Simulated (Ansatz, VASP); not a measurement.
Given: the input of a run of VASP 6.6.1 on PbSe.

Contents of POSCAR:

```
PbSe
1.0
    3.8093844655      0.0000000000      0.0000000000
    0.0000000000      3.8093844655      0.0000000000
    0.0000000000      0.0000000000      3.8093844655
Pb Se
1 1
Direct
    0.0000000000      0.0000000000      0.0000000000
    0.5000000000      0.5000000000      0.5000000000
```

The input INCAR.step1:

```
ALGO = Normal ; EDIFF = 1E-5
ENCUT = 520 ; GGA = PE
ISIF = 2 ; ISMEAR = -1
LASPH = True ; LCHARG = False
LREAL = False ; LWAVE = True
NBANDS = 17 ; NELM = 100
PREC = Accurate ; SIGMA = 0.05
```

The input INCAR.step2:

```
ALGO = Normal ; EDIFF = 1E-7
ENCUT = 520 ; GGA = PE
HFSCREEN = 0.2079 ; ISIF = 2
ISMEAR = -1 ; ISTART = 1
LASPH = True ; LCHARG = False
LHFCALC = True ; LREAL = False
LWAVE = False ; NBANDS = 17
NELM = 100 ; PREC = Accurate
PRECFOCK = Normal ; SIGMA = 0.05
```

Contents of KPOINTS:

```
k-points
0
Gamma
  4 4 4
```

Potentials or basis: VASP PAW PBE potentials, release 64 (Pb_d, Se).

Command:

```console
$ cat potpaw_PBE.64/Pb_d/POTCAR potpaw_PBE.64/Se/POTCAR > POTCAR
$ cp INCAR.step1 INCAR
$ mpirun -np 1 vasp_std > vasp.out
$ cp INCAR.step2 INCAR
$ mpirun -np 1 vasp_std > vasp.out
```

Task: Translate it to Ansatz 0.2.0. Potentials there: Ansatz PAW.

Result: As run (the cutoff follows the program's own potentials):

Contents of input:

```
crystal:
  lattice:
    - [3.8093844655, 0.0, 0.0]
    - [0.0, 3.8093844655, 0.0]
    - [0.0, 0.0, 3.8093844655]
  atoms:
    - { symbol: Pb, position: [0.0, 0.0, 0.0] }
    - { symbol: Se, position: [0.5, 0.5, 0.5] }
hamiltonian:
  xc: hse06
  pseudopotentials: { kind: paw }
kpoints:
  mp_grid: { grid: [4, 4, 4] }
scf:
  occupations: { method: fermi_dirac, width: 0.05 }
output:
  forces: true
  stress: true
  eigenvalues: true
```

Both were run:

|  | VASP | Ansatz | Ansatz less VASP |
| --- | --- | --- | --- |
| gap on the k mesh at the Fermi level (eV) | none | none | - |
| pressure (GPa) | -2.1 | -2.0 | +0.10 |

A gap of «none» marks a metal or a gap that the smearing closes. With one functional, cell and mesh, what is left measures potentials, basis and numerics. VASP's potentials hold 20 valence electrons a cell and Ansatz's 30, so a difference there can come from the potentials and not from the codes.

The k mesh is coarse, so the values compare programs but aren't converged. Spin-orbit coupling is off throughout.
